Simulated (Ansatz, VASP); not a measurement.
## Al5Cl2: VASP beside Ansatz

Contents of INCAR:

```
PREC = Accurate ; ENCUT = 600
EDIFF = 1E-6 ; ISMEAR = 0
SIGMA = 0.1 ; LREAL = F
LASPH = T ; NELM = 80
ALGO = Normal ; ISIF = 3
LWAVE = F ; LCHARG = F
GGA = PE ; IBRION = 2
NSW = 90 ; EDIFFG = -0.04
```

File KPOINTS:

```
Automatic mesh
0
Gamma
  6 6 2
```

File POSCAR:

```
Al5Cl2
1.0
    4.2413888600      0.0000000000      0.0000000000
   -2.1206944300      3.6731505000      0.0000000000
    0.0000000000      0.0000000000      8.9090974600
Al Cl
5 2
Direct
    0.0000000000      0.0000000000      0.0000000000
    0.0000000000      0.0000000000      0.5000000000
    0.5000000000      0.0000000000      0.5000000000
    0.0000000000      0.5000000000      0.5000000000
    0.5000000000      0.5000000000      0.5000000000
    0.3333333300      0.6666666700      0.0000000000
    0.6666666700      0.3333333300      0.0000000000
```

Input for Ansatz:

```yaml
crystal:
  lattice:
    - [4.24138886, 0.0, 0.0]
    - [-2.12069443, 3.6731505, 0.0]
    - [0.0, 0.0, 8.90909746]
  atoms:
    - { symbol: Al, position: [0.0, 0.0, 0.0] }
    - { symbol: Al, position: [0.0, 0.0, 0.5] }
    - { symbol: Al, position: [0.5, 0.0, 0.5] }
    - { symbol: Al, position: [0.0, 0.5, 0.5] }
    - { symbol: Al, position: [0.5, 0.5, 0.5] }
    - { symbol: Cl, position: [0.33333333, 0.66666667, 0.0] }
    - { symbol: Cl, position: [0.66666667, 0.33333333, 0.0] }
basis:
  ecutwfc: 420
kpoints:
  mp_grid: { grid: [6, 6, 2] }
hamiltonian:
  xc: pbe
scf:
  occupations: { method: gaussian, width: 0.1 }
  lower_state_search: "off"
output:
  forces: true
  stress: true
  eigenvalues: true
relax:
  adjacent_minimum: "off"
  f_tol: 0.04
  max_steps: 70
  cell: { stress_tol: 0.4 }
```

Alike in both runs: task relaxation of cell and atoms; functional PBE; k mesh 6 × 6 × 2; occupations gaussian, width 0.1 eV; no spin polarisation.

```csv
,VASP,Ansatz
version,VASP 6.6.1,Ansatz 0.2.0
potentials or method,"VASP PAW PBE potentials, release 64 (Al, Cl), cutoff 600 eV","scalar-relativistic, plane waves, PAW"
valence electrons in the cell,29,29
```

```csv
,VASP,Ansatz,Ansatz less VASP
"gap on the k mesh at the Fermi level, each at its own relaxed structure (eV)",none,none,-
relaxed volume (Å³/atom),20.66,20.63,-0.025
relaxed length of the cell vector where the two differ most in proportion (Å),5.443,5.439,-0.0040
```

A gap of «none» marks a metal or a gap that the smearing closes.
